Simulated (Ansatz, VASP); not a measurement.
This is a calculation of CdSe for Ansatz 0.2.0.

The input input.yaml:

```yaml
crystal:
  lattice:
    - [0.0, 3.0702711986, 3.0702711986]
    - [3.0702711986, 0.0, 3.0702711986]
    - [3.0702711986, 3.0702711986, 0.0]
  atoms:
    - { symbol: Cd, position: [0.0, 0.0, 0.0] }
    - { symbol: Se, position: [0.25, 0.25, 0.25] }
kpoints:
  mp_grid: { grid: [4, 4, 4] }
scf:
  occupations: { method: fermi_dirac, width: 0.05 }
hamiltonian:
  xc: pbe
  pseudopotentials: { kind: all_electron, datasets: crystal }
output:
  forces: true
  stress: true
  eigenvalues: true
```

Potentials or basis: all-electron PAW datasets made for the crystal.

Run with:

```bash
$ ansatz run input.yaml --threads 1 --pin off --max-ram 3072MiB --backend cpu --events-out ev --progress --plain --runs-dir out
```

**Question.** Translate it to VASP 6.6.1. Potentials there: VASP PAW PBE potentials, release 64 (Cd, Se).

**Answer.** As run (the cutoff follows the program's own potentials):

File INCAR:

```
PREC = Accurate
ENCUT = 520
EDIFF = 1E-6
ISMEAR = -1
SIGMA = 0.05
LREAL = F
LASPH = T
NELM = 100
ALGO = Normal
ISIF = 2
LWAVE = F
LCHARG = F
GGA = PE
NBANDS = 16
```

Contents of KPOINTS:

```
regular mesh
0
Gamma
  4 4 4
```

POSCAR

```
CdSe
1.0
    0.0000000000      3.0702711986      3.0702711986
    3.0702711986      0.0000000000      3.0702711986
    3.0702711986      3.0702711986      0.0000000000
Cd Se
1 1
Direct
    0.0000000000      0.0000000000      0.0000000000
    0.2500000000      0.2500000000      0.2500000000
```

Potentials or basis: VASP PAW PBE potentials, release 64 (Cd, Se).

Launch:

```sh
$ cat potpaw_PBE.64/Cd/POTCAR potpaw_PBE.64/Se/POTCAR > POTCAR
$ mpirun -np 1 vasp_std > vasp.out
```

Both were run:

|  | VASP | Ansatz | Ansatz less VASP |
| --- | --- | --- | --- |
| gap on the k mesh at the Fermi level (eV) | 0.53 | 0.54 | +0.001 |
| least direct gap on the mesh (eV) | 0.53 | 0.54 | +0.001 |
| pressure (GPa) | 1.8 | 1.5 | -0.27 |

Ansatz ran all-electron here, and VASP with PAW potentials.

The k mesh is coarse, so the values compare programs but aren't converged.
